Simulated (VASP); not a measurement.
# CsTl (CsCl type) (Pm-3m) in VASP: single point with LDA

Aim: the single point of CsTl (CsCl type) with LDA.

Everything below comes from runs of VASP 6.6.1. Logs are shortened: lines on timing, memory, paths and dates and some standing lists are left out, and cuts for length are marked.

## (1) The cell of the first run

It takes space group Pm-3m (No. 221, cubic). Conventional cell: a = 4.344 Å, b = 4.344 Å, c = 4.344 Å, α = 90.00°, β = 90.00°, γ = 90.00°. Cs (site symmetry m-3m) has 8 Tl at 3.76 Å and 6 Cs at 4.34 Å within 4.9 Å. Within 4.9 Å of Tl (site symmetry m-3m) lie 8 Cs at 3.76 Å and 6 Tl at 4.34 Å.

## (2) Single point, LDA, collinear spin, zero start

Input file INCAR:

```
SYSTEM = CsTl
PREC = Accurate
ENCUT = 520
EDIFF = 1E-6
ISMEAR = -1
SIGMA = 0.1
LREAL = .False.
LASPH = .True.
NELM = 150
ALGO = Normal
ISIF = 2
LWAVE = .False.
LCHARG = .True.
ISPIN = 2
MAGMOM = 0 0
LORBIT = 11
LELF = .True.
LVHAR = .True.
NBANDS = 22
```

Input file KPOINTS:

```
Automatic mesh
0
Gamma
  8 8 8
  0 0 0
```

Input file POSCAR:

```
CsTl
1.0
    4.3441203329      0.0000000000      0.0000000000
    0.0000000000      4.3441203329      0.0000000000
    0.0000000000      0.0000000000      4.3441203329
Cs Tl
1 1
Direct
    0.0000000000      0.0000000000      0.0000000000
    0.5000000000      0.5000000000      0.5000000000
```

Potentials or basis: VASP PAW LDA potentials, release 64 (Cs_sv, Tl_d).

Run with:

```
cat potpaw_LDA.64/Cs_sv/POTCAR potpaw_LDA.64/Tl_d/POTCAR > POTCAR
mpirun -np 1 vasp_std > vasp.out
```

OUTCAR:

```text
SYSTEM = CsTl
   PREC = Accurate
   ENCUT = 520
   EDIFF = 1E-6
   ISMEAR = -1
   LREAL = .False.
   LASPH = .True.
   NELM = 150
   ISIF = 2
   ISPIN = 2
   LORBIT = 11

 ion  position               nearest neighbor table
   1  0.000  0.000  0.000-
   2  0.500  0.500  0.500-

  LATTYP: Found a simple cubic cell.
 ALAT       =     4.3441203329

  Lattice vectors:

 A1 = (   4.3441203329,   0.0000000000,   0.0000000000)
 A2 = (   0.0000000000,   4.3441203329,   0.0000000000)
 A3 = (   0.0000000000,   0.0000000000,   4.3441203329)

Analysis of symmetry for initial positions (statically):
=====================================================================
 Subroutine PRICEL returns:
 Original cell was already a primitive cell.

 Routine SETGRP: Setting up the symmetry group for a
 simple cubic supercell.

 Subroutine GETGRP returns: Found 48 space group operations
 (whereof 48 operations were pure point group operations)
 out of a pool of 48 trial point group operations.

The static configuration has the point symmetry O_h .

Analysis of symmetry for dynamics (positions and initial velocities):
=====================================================================
 Subroutine PRICEL returns:
 Original cell was already a primitive cell.

 Routine SETGRP: Setting up the symmetry group for a
 simple cubic supercell.

 Subroutine GETGRP returns: Found 48 space group operations
 (whereof 48 operations were pure point group operations)
 out of a pool of 48 trial point group operations.

The dynamic configuration has the point symmetry O_h .

Analysis of structural, dynamic, and magnetic symmetry:
=====================================================================
 Subroutine PRICEL returns:
 Original cell was already a primitive cell.

 Routine SETGRP: Setting up the symmetry group for a
 simple cubic supercell.

 Subroutine GETGRP returns: Found 48 space group operations
 (whereof 48 operations were pure point group operations)
 out of a pool of 48 trial point group operations.

The overall configuration has the point symmetry O_h .

 Subroutine INISYM returns: Found 48 space group operations
 (whereof 48 operations are pure point group operations),
 and found     1 'primitive' translations

----------------------------------------------------------------------------------------

                                     Primitive cell

[... 104 lines left out ...]
   EFERMI =   0.00;   METHOD = LEGACY
   ISMEAR =    -1;   SIGMA  =   0.10  broadening in eV -4-tet -1-fermi 0-gaus
   EFERMI_NEDOS =   21; number of points for ismear=-14 and -15
   IALGO  =     38    algorithm
   IMIX   =      4    mixing-type and parameters
     AMIX     =   0.40;   BMIX     =  1.00
     AMIX_MAG =   1.60;   BMIX_MAG =  1.00
  volume/ion in A,a.u.               =      40.99       276.61
  Fermi-wavevector in a.u.,A,eV,Ry     =   1.055959  1.995474 15.171179  1.115050
  Thomas-Fermi vector in A             =   2.191177
   LORBIT       =     11    0 simple, 1 ext, 2 COOP (PROOUT), +10 PAW based schemes
   GGA     = CA    functional components
   LHFCALC =     F    Hartree Fock is set to
   AEXX    =    0.0000 exact exchange contribution
   IVDW    =     0    specifies the selected vdW correction
   LEPSILON=     F    determine dielectric tensor
   LRPA    =     F    only Hartree local field effects (RPA)
 spin polarized calculation
  energy-cutoff  :      520.00
  volume of cell :       81.98
 maximum number of plane-waves:      2272
   NGX = 17   NGY = 17   NGZ = 17

 number of electron      21.9999999 magnetization       0.0000100

 number of electron      21.9999999 magnetization      -0.0000078

 Free energy of the ion-electron system (eV)
  ---------------------------------------------------
  ext. energy  EPLUGINS =         0.00000000
  ---------------------------------------------------
  free energy    TOTEN  =        -3.86746702 eV

  energy without entropy =       -3.79831814  energy(sigma->0) =       -3.83289258

 E-fermi :   3.4788     XC(G=0):  -8.8679

 val. band max:        3.4741562296   @ k =   0.5000   0.2500   0.2500
 cond. band min:       3.5363866402   @ k =   0.2500   0.2500   0.1250
 fundamental gap:      0.0622304106
 Fermi energy:         3.4788425124

 spin component 1

 k-point     1 :       0.0000    0.0000    0.0000
  band No.  band energies     occupation
      1     -18.9474      1.00000
      2      -8.2138      1.00000
      3      -8.2138      1.00000
      4      -8.1576      1.00000
      5      -8.1576      1.00000
      6      -8.1576      1.00000
[... 589 lines left out ...]
     21      14.0418      0.00000
     22      14.2257      0.00000

 [... further k-points ...]

 spin component 2

 k-point     1 :       0.0000    0.0000    0.0000
  band No.  band energies     occupation
      1     -18.9474      1.00000
      2      -8.2138      1.00000
      3      -8.2138      1.00000
      4      -8.1576      1.00000
      5      -8.1576      1.00000
      6      -8.1576      1.00000
[... 589 lines left out ...]
     21      14.0418      0.00000
     22      14.2257      0.00000

 [... further k-points ...]
[... 5 lines left out ...]
  --------------------------------------------------------------------------------------
  -------------------------------------------------------------------------------------
  Total        0.0077245      0.0077245      0.0077245      0.0000000     -0.0000000      0.0000000
  in kB        0.1509641      0.1509641      0.1509641      0.0000000     -0.0000000      0.0000000
  external PRESSURE =       0.1509641 kB  Pullay stress =       0.0000000 kB

 VOLUME and BASIS-vectors are now :
 -----------------------------------------------------------------------------
  energy-cutoff  :      520.00
  volume of cell :       81.98
      direct lattice vectors                 reciprocal lattice vectors
     4.344120333  0.000000000  0.000000000     0.230196202  0.000000000  0.000000000
     0.000000000  4.344120333  0.000000000     0.000000000  0.230196202  0.000000000
     0.000000000  0.000000000  4.344120333     0.000000000  0.000000000  0.230196202

 POSITION                                       TOTAL-FORCE (eV/Angst)
 -----------------------------------------------------------------------------------
      0.00000      0.00000      0.00000         0.000000      0.000000      0.000000
      2.17206      2.17206      2.17206         0.000000      0.000000      0.000000
 -----------------------------------------------------------------------------------
    total drift:                                0.000000      0.000000     -0.000000

  FREE ENERGIE OF THE ION-ELECTRON SYSTEM (eV)
  ---------------------------------------------------
  free  energy   TOTEN  =        -3.8674670242 eV

  energy  without entropy=       -3.7983181370  energy(sigma->0) =       -3.83289258

 total charge

# of ion       s       p       d       tot
------------------------------------------
    1        1.848   4.625   0.080   6.553
    2        1.186   0.408   9.615  11.209
--------------------------------------------------
tot          3.034   5.034   9.695  17.762

 magnetization (x)

# of ion       s       p       d       tot
------------------------------------------
    1        0.000  -0.000  -0.000   0.000
    2       -0.000   0.000  -0.000  -0.000
--------------------------------------------------
tot          0.000   0.000  -0.000   0.000
```

OSZICAR:

```text
N       E                     dE             d eps       ncg     rms          rms(c)
DAV:   1     0.111460581558E+03    0.11146E+03   -0.10456E+04  3088   0.887E+02
DAV:   2     0.155931292690E+01   -0.10990E+03   -0.10649E+03  3628   0.195E+02
DAV:   3    -0.387923201007E+01   -0.54385E+01   -0.54096E+01  3790   0.349E+01
DAV:   4    -0.392150338772E+01   -0.42271E-01   -0.42263E-01  3322   0.354E+00
DAV:   5    -0.392183739825E+01   -0.33401E-03   -0.33401E-03  3800   0.332E-01    0.104E+00
DAV:   6    -0.387896006442E+01    0.42877E-01   -0.49726E-02  3374   0.130E+00    0.553E-01
DAV:   7    -0.386814647201E+01    0.10814E-01   -0.23214E-02  3476   0.826E-01    0.322E-01
DAV:   8    -0.386747161366E+01    0.67486E-03   -0.17309E-03  3476   0.198E-01    0.403E-02
DAV:   9    -0.386747002057E+01    0.15931E-05   -0.17007E-04  3508   0.664E-02    0.150E-02
DAV:  10    -0.386746723885E+01    0.27817E-05   -0.21990E-05  3416   0.207E-02    0.494E-03
DAV:  11    -0.386746702417E+01    0.21468E-06   -0.16223E-06  2978   0.536E-03
   1 F= -.38674670E+01 E0= -.38328926E+01  d E =-.691489E-01  mag=     0.0000
```

It took 27 s on 1 thread of Intel Xeon Platinum 8488C (Sapphire Rapids), shared host; peak memory 0.23 GiB.

What came out:

| Item | Value |
| --- | --- |
| Free energy | -3.8675 eV |
| Pressure | 0.0 GPa |
| Band gap on the k mesh | zero (filled and empty bands overlap) |
| Net moment | 0.00 μB per cell |
| Valence electrons inside the program's atomic spheres | Cs 6.55; Tl 11.21 |

Caveat: spin-orbit coupling is left out, which moves the levels of the heavy elements.
